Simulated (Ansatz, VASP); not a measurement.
## CsAs in VASP and in Ansatz

```
CELL_PARAMETERS angstrom
0.00000 3.22824 3.22824
3.22824 0.00000 3.22824
3.22824 3.22824 0.00000
ATOMIC_POSITIONS crystal
Cs 0.00000 0.00000 0.00000
As 0.50000 0.50000 0.50000
```

Alike in both runs: task single point; functional PBE; k mesh 6 × 6 × 6; occupations gaussian, width 0.1 eV; no spin polarisation.

```csv
,VASP,Ansatz
version,VASP 6.6.1,Ansatz 0.2.0
potentials or method,"VASP PAW PBE potentials, release 64 (Cs_sv, As), cutoff 520 eV","scalar-relativistic, plane waves, PAW"
valence electrons in the cell,14,24
```

Ansatz gave:

```
gap on the k mesh at the Fermi level (eV) : none
pressure (GPa)                            : 7.2
```

Problem. Estimate VASP's values.

Solution. gap on the k mesh at the Fermi level (eV): none; pressure (GPa): 7.4.

A gap of «none» marks a metal or a gap that the smearing closes. VASP's potentials hold 14 valence electrons a cell and Ansatz's 24, so a difference there can come from the potentials and not from the codes.

Neither program's run includes spin-orbit coupling.
